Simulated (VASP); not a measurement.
A run of VASP 6.6.1:

INCAR

```
SYSTEM = NaTaO2
  ALGO = Normal
  EDIFF = 1E-7
  ENCUT = 520
  GGA = PE
  ISIF = 2
  ISMEAR = 0
  LASPH = .TRUE.
  LCHARG = .FALSE.
  LREAL = .FALSE.
  LWAVE = .FALSE.
  NBANDS = 23
  NELM = 100
  PREC = Accurate
  SIGMA = 0.1
```

The input KPOINTS:

```
k-points
0
G
  16 16 16
  0 0 0
```

File POSCAR:

```
NaTaO2
1.0
   -2.0641531839      2.0641531839      3.8499342069
    2.0641531839     -2.0641531839      3.8499342069
    2.0641531839      2.0641531839     -3.8499342069
Na Ta O
1 1 2
Direct
    0.0000000000      0.0000000000      0.0000000000
    0.5000000000      0.5000000000      0.0000000000
    0.5000000000      0.0000000000      0.5000000000
    0.0000000000      0.5000000000      0.5000000000
```

Potentials or basis: VASP PAW PBE potentials, release 64 (Na_pv, Ta_pv, O).

Run with:

```sh
$ cat potpaw_PBE.64/Na_pv/POTCAR potpaw_PBE.64/Ta_pv/POTCAR potpaw_PBE.64/O/POTCAR > POTCAR
$ mpirun -np 1 vasp_std > vasp.out
```

Hardware: 1 thread of Intel(R) Xeon(R) 6975P-C (Granite Rapids), on a shared host.

**Question.** How long does it take, and how much memory?

**Answer.** Run time: 4.3 min on 1 thread of Intel(R) Xeon(R) 6975P-C (Granite Rapids) (shared host), peak memory 0.59 GiB. Counts: scf iterations 16, k points 349.
